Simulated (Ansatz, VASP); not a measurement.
# One calculation of AlRu, two programs

```
Al Ru
1.0
     3.06639    0.00000    0.00000
     0.00000    3.06639    0.00000
     0.00000    0.00000    3.14118
Al Ru
1 1
Cartesian
  0.0000 0.0000 0.0000
  1.5332 1.5332 1.5706
```

Change from the starting cell: strain +0.025 along x and y, +0.050 along z, atoms carried along.

Alike in both runs: task single point; functional r2SCAN; k mesh 16 × 16 × 16; occupations gaussian, width 0.15 eV; no spin polarisation.

|  | VASP | Ansatz |
| --- | --- | --- |
| version | VASP 6.6.1 | Ansatz 0.2.0 |
| potentials or method | VASP PAW PBE potentials, release 64 (Al, Ru_pv), cutoff 520 eV | scalar-relativistic, plane waves, PAW |
| valence electrons in the cell | 17 | 19 |

VASP gave:

```
gap on the k mesh at the Fermi level (eV)                     : none
pressure (GPa)                                                : -18.7
traceless stress, the component that is largest in VASP (GPa) : -2.19
```

Task: What did Ansatz give for the same quantities?

Result: gap on the k mesh at the Fermi level (eV): none; pressure (GPa): -18.7; traceless stress, the component that is largest in VASP (GPa): -2.18.

VASP's potentials were made for PBE, not for r2SCAN. A gap of «none» marks a metal or a gap that the smearing closes. VASP's potentials hold 17 valence electrons a cell and Ansatz's 19, so a difference there can come from the potentials and not from the codes.
